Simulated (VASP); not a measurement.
Co, 2 atoms in the cell. Symmetry: Pm-3m, No. 221, cubic system. The conventional cell has a = 2.250 Å, b = 2.250 Å, c = 2.250 Å, α = 90.00°, β = 90.00°, γ = 90.00°. Within 3.0 Å of Co (site symmetry m-3m) lie 6 Co at 2.25 Å. This isn't the form of Co at room conditions, which is hcp.

* Program: VASP 6.6.1
* Task: single point
* Functional: r2SCAN
* Potentials or basis: VASP PAW PBE potentials, release 64 (Co)
* Cutoff: 520 eV
* k mesh: 14 × 14 × 14
* Occupations: fermi-dirac, width 0.05 eV
* Spin: collinear spin, ferromagnetic start
* Starting moments: [-2.018, -2.018] μB
* Dipole correction: no
* Further INCAR settings: ALGO = Normal; EDIFF = 1e-07; NBANDS = 20

Potentials or basis: VASP PAW PBE potentials, release 64 (Co).

Run with:

```sh
$ cat potpaw_PBE.64/Co/POTCAR > POTCAR
$ cp INCAR.step1 INCAR
$ mpirun -np 1 vasp_std > vasp.out
$ cp INCAR.step2 INCAR
$ mpirun -np 1 vasp_std > vasp.out
```

Hardware: 1 thread of Intel(R) Xeon(R) 6975P-C (Granite Rapids), with other jobs on the host.

How long does it take, and how much memory?

It took 110 s on 1 thread of Intel(R) Xeon(R) 6975P-C (Granite Rapids) (shared host), peak memory 0.2 GiB. Counts: k points 104.
